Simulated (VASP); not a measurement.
# C (I4_1/amd) in VASP: notebook

Runs on C. Level: r2SCAN. Tasks: single point.

Everything below comes from runs of VASP 6.6.1. Logs are shortened: lines on timing, memory, paths and dates and some standing lists are left out, and cuts for length are marked.

**1. The cell of the first run**

Symmetry: I4_1/amd, No. 141, tetragonal system. Conventional cell: a = 2.373 Å, b = 2.373 Å, c = 4.028 Å, α = 90.00°, β = 90.00°, γ = 90.00°. C (site symmetry -4m2) has 4 C at 1.56 Å within 2.1 Å.

**2. Single point, r2SCAN**

POSCAR

```
C
1.0
    0.0000000000      1.6782436539      2.0138923847
    1.6782436539      0.0000000000      2.0138923847
    1.6782436539      1.6782436539      0.0000000000
C
2
Direct
    0.5000000000      0.5000000000      0.5000000000
    0.7500000000      0.7500000000      0.7500000000
```

INCAR.step1

```
SYSTEM = C
ALGO = Normal
EDIFF = 1E-4
ENCUT = 520
GGA = PE
ISMEAR = 0
LASPH = .TRUE.
LCHARG = .FALSE.
LREAL = .FALSE.
LWAVE = .TRUE.
NBANDS = 11
NELM = 60
PREC = Accurate
SIGMA = 0.05
```

INCAR.step2

```
SYSTEM = C
ALGO = Normal
EDIFF = 1E-6
ENCUT = 520
ISIF = 2
ISMEAR = 0
ISTART = 1
LASPH = .TRUE.
LCHARG = .FALSE.
LMIXTAU = .TRUE.
LREAL = .FALSE.
LWAVE = .FALSE.
METAGGA = R2SCAN
NBANDS = 11
NELM = 60
PREC = Accurate
SIGMA = 0.05
```

KPOINTS

```
k-points
0
G
  12 12 12
  0 0 0
```

Potentials or basis: VASP PAW PBE potentials, release 64 (C).

Launch:

```console
cat potpaw_PBE.64/C/POTCAR > POTCAR
cp INCAR.step1 INCAR
mpirun -np 1 vasp_std > vasp.out
cp INCAR.step2 INCAR
mpirun -np 1 vasp_std > vasp.out
```

OUTCAR:

```text
SYSTEM = C
   EDIFF = 1E-6
   ENCUT = 520
   ISIF = 2
   ISMEAR = 0
   ISTART = 1
   LASPH = .TRUE.
   LREAL = .FALSE.
   METAGGA = R2SCAN
   NELM = 60
   PREC = Accurate

 ion  position               nearest neighbor table
   1  0.500  0.500  0.500-   2 1.56   2 1.56   2 1.56   2 1.56
   2  0.750  0.750  0.750-   1 1.56   1 1.56   1 1.56   1 1.56

  LATTYP: Found a body centered tetragonal cell.
 ALAT       =     2.3733949363
 C/A-ratio  =     1.6970562749

  Lattice vectors:

 A1 = (  -1.6782436539,   0.0000000000,   2.0138923847)
 A2 = (   1.6782436539,   0.0000000000,   2.0138923847)
 A3 = (   0.0000000000,   1.6782436539,  -2.0138923847)

Analysis of symmetry for initial positions (statically):
=====================================================================
 Subroutine PRICEL returns:
 Original cell was already a primitive cell.

 Routine SETGRP: Setting up the symmetry group for a
 body centered tetragonal supercell.

 Subroutine GETGRP returns: Found 16 space group operations
 (whereof  8 operations were pure point group operations)
 out of a pool of 16 trial point group operations.

The static configuration has the point symmetry D_2d.
 The point group associated with its full space group is D_4h.

Analysis of symmetry for dynamics (positions and initial velocities):
=====================================================================
 Subroutine PRICEL returns:
 Original cell was already a primitive cell.

 Routine SETGRP: Setting up the symmetry group for a
 body centered tetragonal supercell.

 Subroutine GETGRP returns: Found 16 space group operations
 (whereof  8 operations were pure point group operations)
 out of a pool of 16 trial point group operations.

The dynamic configuration has the point symmetry D_2d.
 The point group associated with its full space group is D_4h.

 Subroutine INISYM returns: Found 16 space group operations
 (whereof  8 operations are pure point group operations),
 and found     1 'primitive' translations

----------------------------------------------------------------------------------------

                                     Primitive cell

  volume of cell :      11.3443

  direct lattice vectors                    reciprocal lattice vectors
     0.000000000  1.678243654  2.013892385    -0.297930517  0.297930517  0.248275431
     1.678243654  0.000000000  2.013892385     0.297930517 -0.297930517  0.248275431
     1.678243654  1.678243654  0.000000000     0.297930517  0.297930517 -0.248275431

  length of vectors
[... 91 lines left out ...]
   TEBEG  =    0.0;   TEEND  =   0.0 temperature during run
   PSTRESS=    0.0 pullay stress
   NELECT =       8.0000    total number of electrons
   NUPDOWN=      -1.0000    fix difference up-down
   EMIN   =  10.00;   EMAX   =-10.00  energy-range for DOS
   EFERMI =   0.00;   METHOD = LEGACY
   ISMEAR =     0;   SIGMA  =   0.05  broadening in eV -4-tet -1-fermi 0-gaus
   EFERMI_NEDOS =   21; number of points for ismear=-14 and -15
   IALGO  =     38    algorithm
   IMIX   =      4    mixing-type and parameters
     AMIX     =   0.40;   BMIX     =  1.00
     AMIX_MAG =   1.60;   BMIX_MAG =  1.00
  volume/ion in A,a.u.               =       5.67        38.28
  Fermi-wavevector in a.u.,A,eV,Ry     =   1.457178  2.753668 28.890189  2.123369
  Thomas-Fermi vector in A             =   2.574010
   LORBIT       =      0    0 simple, 1 ext, 2 COOP (PROOUT), +10 PAW based schemes
   METAGGA = R2SCAN    functional components
   LHFCALC =     F    Hartree Fock is set to
   AEXX    =    0.0000 exact exchange contribution
   IVDW    =     0    specifies the selected vdW correction
   LEPSILON=     F    determine dielectric tensor
   LRPA    =     F    only Hartree local field effects (RPA)
 non-spin polarized calculation
 Gauss-broadening in eV      SIGMA  =   0.05
  energy-cutoff  :      520.00
  volume of cell :       11.34
 maximum number of plane-waves:       328
   NGX =  9   NGY =  9   NGZ =  9

 number of electron       8.0000000 magnetization

 Free energy of the ion-electron system (eV)
  ---------------------------------------------------
  ext. energy  EPLUGINS =         0.00000000
  ---------------------------------------------------
  free energy    TOTEN  =       -18.79382043 eV

  energy without entropy =      -18.79382043  energy(sigma->0) =      -18.79382043

 E-fermi :  11.2319     XC(G=0): -14.2908

 val. band max:       10.9361243528   @ k =   0.0000   0.0000   0.0000
 cond. band min:      12.9054687429   @ k =   0.4167   0.0000   0.4167
 fundamental gap:      1.9693443901
 Fermi energy:        11.2318749147

 k-point     1 :       0.0000    0.0000    0.0000
  band No.  band energies     occupation
      1     -12.9209      2.00000
      2       7.4686      2.00000
      3      10.9361      2.00000
      4      10.9361      2.00000
      5      15.1239      0.00000
      6      15.1239      0.00000
      7      17.5368      0.00000
      8      22.3331      0.00000
      9      30.5577      0.00000
     10      31.3457      0.00000
     11      33.5137      0.00000
[... 309 lines left out ...]
 k-point    24 :      -0.4167    0.1667    0.0000
  band No.  band energies     occupation
      1      -6.3050      2.00000
      2      -3.6413      2.00000
      3       2.1162      2.00000
      4       8.0632      2.00000
      5      17.9477      0.00000
      6      20.7994      0.00000
      7      21.4581      0.00000
      8      25.8501      0.00000
      9      32.0397      0.00000
     10      34.4380      0.00000
     11      35.7201      0.00000

 [... further k-points ...]

------------------------ aborting loop because EDIFF is reached ----------------------------------------

  FORCE on cell =-STRESS in cart. coord.  units (eV):
  Direction    XX          YY          ZZ          XY          YZ          ZX
  --------------------------------------------------------------------------------------
  -------------------------------------------------------------------------------------
  Total        5.0044580      5.0044580     -9.9019770      0.0000000      0.0000000     -0.0000000
  in kB      706.7915472    706.7915472  -1398.4798468      0.0000000      0.0000000     -0.0000000
  external PRESSURE =       5.0344158 kB  Pullay stress =       0.0000000 kB

 VOLUME and BASIS-vectors are now :
 -----------------------------------------------------------------------------
  energy-cutoff  :      520.00
  volume of cell :       11.34
      direct lattice vectors                 reciprocal lattice vectors
     0.000000000  1.678243654  2.013892385    -0.297930517  0.297930517  0.248275431
     1.678243654  0.000000000  2.013892385     0.297930517 -0.297930517  0.248275431
     1.678243654  1.678243654  0.000000000     0.297930517  0.297930517 -0.248275431

 POSITION                                       TOTAL-FORCE (eV/Angst)
 -----------------------------------------------------------------------------------
      1.67824      1.67824      2.01389        -0.000000     -0.000000      0.000000
      2.51737      2.51737      3.02084         0.000000      0.000000     -0.000000
 -----------------------------------------------------------------------------------
    total drift:                                0.000000     -0.000000      0.000000

  FREE ENERGIE OF THE ION-ELECTRON SYSTEM (eV)
  ---------------------------------------------------
  free  energy   TOTEN  =       -18.7938204313 eV

  energy  without entropy=      -18.7938204313  energy(sigma->0) =      -18.79382043
```

Run time: 80 s. Hardware: 1 thread of Intel Xeon Platinum 8375C at 2.90GHz (Ice Lake), shared host; peak memory 0.13 GiB.

Results:

- Free energy: -18.7938 eV
- Pressure: 0.5 GPa
- Band gap on the k mesh: 1.97 eV, indirect (least direct gap 4.19 eV)

Levels at points of the mesh, in eV from the valence-band top:
| k point | band 2 | band 3 | band 4 | band 5 | band 6 | band 7 |
| --- | --- | --- | --- | --- | --- | --- |
| (0.00, 0.00, 0.00) | -3.47 | 0.00 | 0.00 | 4.19 | 4.19 | 6.60 |
| (0.50, 0.00, 0.00) | -15.11 | -5.93 | -2.15 | 3.85 | 8.42 | 11.11 |
| (0.50, 0.50, 0.00) | -16.53 | -5.74 | -5.74 | 6.96 | 6.96 | 15.63 |
| (0.50, 0.00, 0.50) | -13.67 | -8.47 | -8.47 | 2.59 | 2.59 | 15.27 |

Caveat: the PAW data sets were made with another functional, which shifts forces and pressure a little. A k mesh can miss the band edges.

**3. Single point, r2SCAN**

This run uses another cell than the first one, of the same volume but with other edges.

POSCAR

```
C
1.0
    0.0000000000      1.9373907776      1.5111648065
    1.9373907776      0.0000000000      1.5111648065
    1.9373907776      1.9373907776      0.0000000000
C
2
Direct
    0.5000000000      0.5000000000      0.5000000000
    0.7500000000      0.7500000000      0.7500000000
```

INCAR.step1

```
  PREC = Accurate
  ENCUT = 520
  ISMEAR = 0
  SIGMA = 0.05
  LREAL = False
  LASPH = True
  NELM = 80
  NBANDS = 11
  GGA = PE
  ALGO = Normal
  EDIFF = 1E-4
  LWAVE = True
  LCHARG = False
```

INCAR.step2

```
  PREC = Accurate
  ENCUT = 520
  EDIFF = 1E-6
  ISMEAR = 0
  SIGMA = 0.05
  LREAL = False
  LASPH = True
  NELM = 80
  ALGO = Normal
  ISIF = 2
  LWAVE = False
  LCHARG = True
  METAGGA = R2SCAN
  LMIXTAU = True
  LELF = True
  LVHAR = True
  NBANDS = 11
  ISTART = 1
```

KPOINTS

```
Automatic mesh
0
Gamma
  12 12 12
```

Potentials or basis: VASP PAW PBE potentials, release 64 (C).

Launch:

```console
cat potpaw_PBE.64/C/POTCAR > POTCAR
cp INCAR.step1 INCAR
mpirun -np 1 vasp_std > vasp.out
cp INCAR.step2 INCAR
mpirun -np 1 vasp_std > vasp.out
```

Wall time 79 s (1 thread of Intel Xeon Platinum 8375C at 2.90GHz (Ice Lake), shared host); peak memory 0.13 GiB.

It converged, with:

```yaml
Free_energy: -18.4820 eV
Pressure: 0.1 GPa
Band_gap_on_the_k_mesh: zero (band 4 reaches 11.83 eV, above the bottom of band 5 at 10.23 eV)
```

Stress tensor (GPa, compression positive):
```
-58.33   0.00   0.00
  0.00 -58.33   0.00
  0.00   0.00 117.06
```

Levels at points of the mesh, in eV from the Fermi level:
```csv
k point,band 2,band 3,band 4,band 5,band 6,band 7
"(0.00, 0.00, 0.00)",-2.10,-2.10,0.98,3.26,6.49,6.49
"(0.50, 0.00, 0.00)",-14.90,-5.81,-2.36,3.97,6.64,11.50
"(0.50, 0.50, 0.00)",-11.81,-9.85,-9.85,0.35,0.35,17.16
"(0.50, 0.00, 0.50)",-15.79,-5.90,-5.90,6.54,6.54,13.86
```

Caveat: the PAW data sets were made with another functional, which shifts forces and pressure a little.

**4. Single point, r2SCAN**

This run uses another cell than the first one, of the same volume but with other edges.

POSCAR

```
C
1.0
    0.0000000000      1.6340586673      2.1242762675
    1.6340586673      0.0000000000      2.1242762675
    1.6340586673      1.6340586673      0.0000000000
C
2
Direct
    0.5000000000      0.5000000000      0.5000000000
    0.7500000000      0.7500000000      0.7500000000
```

INCAR.step1

```
PREC = Accurate
ENCUT = 520
ISMEAR = 0
SIGMA = 0.05
LREAL = F
LASPH = T
NELM = 60
NBANDS = 11
GGA = PE
ALGO = Normal
EDIFF = 1E-4
LWAVE = T
LCHARG = F
```

INCAR.step2

```
PREC = Accurate
ENCUT = 520
EDIFF = 1E-7
ISMEAR = 0
SIGMA = 0.05
LREAL = F
LASPH = T
NELM = 60
ALGO = Normal
ISIF = 2
LWAVE = F
LCHARG = F
METAGGA = R2SCAN
LMIXTAU = T
NBANDS = 11
ISTART = 1
```

KPOINTS

```
regular mesh
0
Gamma
  12 12 12
```

Potentials or basis: VASP PAW PBE potentials, release 64 (C).

Launch:

```console
cat potpaw_PBE.64/C/POTCAR > POTCAR
cp INCAR.step1 INCAR
mpirun -np 1 vasp_std > vasp.out
cp INCAR.step2 INCAR
mpirun -np 1 vasp_std > vasp.out
```

OUTCAR:

```text
PREC = Accurate
   ENCUT = 520
   EDIFF = 1E-7
   ISMEAR = 0
   LREAL = F
   LASPH = T
   NELM = 60
   ISIF = 2
   METAGGA = R2SCAN
   ISTART = 1

 ion  position               nearest neighbor table
   1  0.500  0.500  0.500-   2 1.57   2 1.57   2 1.57   2 1.57
   2  0.750  0.750  0.750-   1 1.57   1 1.57   1 1.57   1 1.57

  LATTYP: Found a body centered tetragonal cell.
 ALAT       =     2.3109079290
 C/A-ratio  =     1.8384776311

  Lattice vectors:

[... 515 lines left out ...]
      5      16.6600      0.00000
      6      20.9657      0.00000
      7      22.7682      0.00000
      8      25.1942      0.00000
      9      32.7614      0.00000
     10      33.8241      0.00000
     11      36.4279      0.00000

 [... further k-points ...]
[... 5 lines left out ...]
  --------------------------------------------------------------------------------------
  -------------------------------------------------------------------------------------
  Total        7.7380823      7.7380823    -14.8252436      0.0000000      0.0000000      0.0000000
  in kB     1092.8678371   1092.8678371  -2093.8045411      0.0000000      0.0000000      0.0000000
  external PRESSURE =      30.6437111 kB  Pullay stress =       0.0000000 kB

 VOLUME and BASIS-vectors are now :
 -----------------------------------------------------------------------------
  energy-cutoff  :      520.00
  volume of cell :       11.34
      direct lattice vectors                 reciprocal lattice vectors
     0.000000000  1.634058667  2.124276267    -0.305986566  0.305986566  0.235374281
     1.634058667  0.000000000  2.124276267     0.305986566 -0.305986566  0.235374281
     1.634058667  1.634058667  0.000000000     0.305986566  0.305986566 -0.235374281

 POSITION                                       TOTAL-FORCE (eV/Angst)
 -----------------------------------------------------------------------------------
      1.63406      1.63406      2.12428        -0.000000     -0.000000      0.000000
      2.45109      2.45109      3.18641         0.000000      0.000000     -0.000000
 -----------------------------------------------------------------------------------
    total drift:                                0.000000     -0.000000      0.000000

  FREE ENERGIE OF THE ION-ELECTRON SYSTEM (eV)
  ---------------------------------------------------
  free  energy   TOTEN  =       -17.7966091858 eV

  energy  without entropy=      -17.7966091858  energy(sigma->0) =      -17.79660919
```

OUTCAR.step1:

```text
PREC = Accurate
   ENCUT = 520
   ISMEAR = 0
   LREAL = F
   LASPH = T
[... 559 lines left out ...]
 -----------------------------------------------------------------------------------
      1.63406      1.63406      2.12428        -0.000000     -0.000000      0.000000
      2.45109      2.45109      3.18641         0.000000      0.000000     -0.000000
 -----------------------------------------------------------------------------------
    total drift:                                0.000000     -0.000000      0.000000

  FREE ENERGIE OF THE ION-ELECTRON SYSTEM (eV)
  ---------------------------------------------------
  free  energy   TOTEN  =       -16.4312725029 eV

  energy  without entropy=      -16.4312725029  energy(sigma->0) =      -16.43127250
```

Wall time 1.7 min (1 thread of Intel Xeon Platinum 8375C at 2.90GHz (Ice Lake), shared host); peak memory 0.13 GiB.

What came out:

* Free energy: -17.7966 eV
* Pressure: 3.1 GPa
* Band gap on the k mesh: 0.91 eV, indirect (least direct gap 2.94 eV)

Levels at points of the mesh, in eV from the valence-band top:
| k point | band 1 | band 2 | band 3 | band 4 | band 5 | band 6 | band 7 | band 8 | band 9 |
| --- | --- | --- | --- | --- | --- | --- | --- | --- | --- |
| (0.00, 0.00, 0.00) | -24.51 | -5.32 | 0.00 | 0.00 | 3.54 | 3.54 | 6.96 | 8.81 | 18.69 |
| (0.50, 0.00, 0.00) | -18.28 | -15.67 | -7.32 | -1.74 | 1.58 | 8.04 | 11.88 | 14.50 | 20.32 |
| (0.50, 0.50, 0.00) | -17.86 | -17.86 | -5.33 | -5.33 | 7.75 | 7.75 | 14.30 | 14.30 | 19.24 |
| (0.50, 0.00, 0.50) | -13.77 | -13.77 | -9.22 | -9.22 | 1.52 | 1.52 | 13.23 | 13.23 | 20.16 |

Caveat: the PAW data sets were made with another functional, which shifts forces and pressure a little. A k mesh can miss the band edges.

**5. Single point, r2SCAN**

This run uses another cell than the first one, of the same volume but with other edges.

POSCAR

```
C
1.0
    0.0000000000      1.8336628511      1.6869698230
    1.8336628511      0.0000000000      1.6869698230
    1.8336628511      1.8336628511      0.0000000000
C
2
Direct
    0.5000000000      0.5000000000      0.5000000000
    0.7500000000      0.7500000000      0.7500000000
```

INCAR.step1

```
PREC = Accurate
ENCUT = 520
ISMEAR = 0
SIGMA = 0.05
LREAL = False
LASPH = True
NELM = 80
NBANDS = 11
GGA = PE
ALGO = Normal
EDIFF = 1E-4
LWAVE = True
LCHARG = False
```

INCAR.step2

```
PREC = Accurate
ENCUT = 520
EDIFF = 1E-6
ISMEAR = 0
SIGMA = 0.05
LREAL = False
LASPH = True
NELM = 80
ALGO = Normal
ISIF = 2
LWAVE = False
LCHARG = True
METAGGA = R2SCAN
LMIXTAU = True
LELF = True
LVHAR = True
NBANDS = 11
ISTART = 1
```

KPOINTS

```
Automatic mesh
0
Gamma
  12 12 12
```

Potentials or basis: VASP PAW PBE potentials, release 64 (C).

Launch:

```console
cat potpaw_PBE.64/C/POTCAR > POTCAR
cp INCAR.step1 INCAR
mpirun -np 1 vasp_std > vasp.out
cp INCAR.step2 INCAR
mpirun -np 1 vasp_std > vasp.out
```

OUTCAR:

```text
PREC = Accurate
   ENCUT = 520
   EDIFF = 1E-6
   ISMEAR = 0
   LREAL = False
   LASPH = True
   NELM = 80
   ISIF = 2
   METAGGA = R2SCAN
   ISTART = 1

 ion  position               nearest neighbor table
   1  0.500  0.500  0.500-   2 1.55   2 1.55   2 1.55   2 1.55
   2  0.750  0.750  0.750-   1 1.55   1 1.55   1 1.55   1 1.55

  LATTYP: Found a body centered tetragonal cell.
 ALAT       =     2.5931908728
 C/A-ratio  =     1.3010764774

  Lattice vectors:

 A1 = (   0.0000000000,  -1.8336628511,  -1.6869698230)
 A2 = (   0.0000000000,   1.8336628511,  -1.6869698230)
[... 516 lines left out ...]
      8      25.5056      0.00000
      9      30.1533      0.00000
     10      35.0342      0.00000
     11      35.6405      0.00000

 [... further k-points ...]
[... 5 lines left out ...]
  --------------------------------------------------------------------------------------
  -------------------------------------------------------------------------------------
  Total       -1.8458595     -1.8458595      3.4508662      0.0000000      0.0000000      0.0000000
  in kB     -260.6951397   -260.6951397    487.3740654      0.0000000      0.0000000      0.0000000
  external PRESSURE =     -11.3387380 kB  Pullay stress =       0.0000000 kB

 VOLUME and BASIS-vectors are now :
 -----------------------------------------------------------------------------
  energy-cutoff  :      520.00
  volume of cell :       11.34
      direct lattice vectors                 reciprocal lattice vectors
     0.000000000  1.833662851  1.686969823    -0.272678262  0.272678262  0.296389416
     1.833662851  0.000000000  1.686969823     0.272678262 -0.272678262  0.296389416
     1.833662851  1.833662851  0.000000000     0.272678262  0.272678262 -0.296389416

 POSITION                                       TOTAL-FORCE (eV/Angst)
 -----------------------------------------------------------------------------------
      1.83366      1.83366      1.68697         0.000000      0.000000     -0.000000
      2.75049      2.75049      2.53045        -0.000000     -0.000000      0.000000
 -----------------------------------------------------------------------------------
    total drift:                                0.000000     -0.000000      0.000000

  FREE ENERGIE OF THE ION-ELECTRON SYSTEM (eV)
  ---------------------------------------------------
  free  energy   TOTEN  =       -19.5053746767 eV

  energy  without entropy=      -19.5053746767  energy(sigma->0) =      -19.50537468
```

Run time: 85 s. Hardware: 1 thread of Intel Xeon Platinum 8375C at 2.90GHz (Ice Lake), shared host; peak memory 0.13 GiB.

Results:

```yaml
Free_energy: -19.5054 eV
Pressure: -1.1 GPa
Band_gap_on_the_k_mesh: 2.21 eV, indirect (least direct gap 4.36 eV)
```

Caveat: the PAW data sets were made with another functional, which shifts forces and pressure a little. A k mesh can miss the band edges.

(Part 1 of 2 ends here.)
